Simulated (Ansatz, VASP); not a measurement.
**PbSe: VASP beside Ansatz**

```xyz
2
Lattice="0.0000 2.8141 3.0671 2.8141 0.0000 3.0671 2.8141 2.8141 0.0000" Properties=species:S:1:pos:R:3 pbc="T T T"
Pb    0.0000    0.0000    0.0000
Se    2.8141    2.8141    3.0671
```

Change from the starting cell: engineering shear strain xy +0.0000, equal normal strain along x and y -0.0825.

Alike in both runs: task single point; functional PBE; dispersion D3(BJ); k mesh 10 × 10 × 10; occupations gaussian, width 0.03 eV; no spin polarisation.

|  | VASP | Ansatz |
| --- | --- | --- |
| version | VASP 6.6.1 | Ansatz 0.2.0 |
| potentials or method | VASP PAW PBE potentials, release 64 (Pb_d, Se), cutoff 520 eV | scalar-relativistic, plane waves, PAW |
| valence electrons in the cell | 20 | 30 |

Ansatz gave:

```
gap on the k mesh at the Fermi level (eV)                     : 0.29
least direct gap on the mesh (eV)                             : 0.53
pressure (GPa)                                                : 14.5
traceless stress, the component that is largest in VASP (GPa) : -12.81
```

Question: Estimate VASP's values.

Answer: gap on the k mesh at the Fermi level (eV): 0.29; least direct gap on the mesh (eV): 0.54; pressure (GPa): 14.5; traceless stress, the component that is largest in VASP (GPa): -12.84.

VASP's potentials hold 20 valence electrons a cell and Ansatz's 30, so a difference there can come from the potentials and not from the codes.

Neither program's run includes spin-orbit coupling.
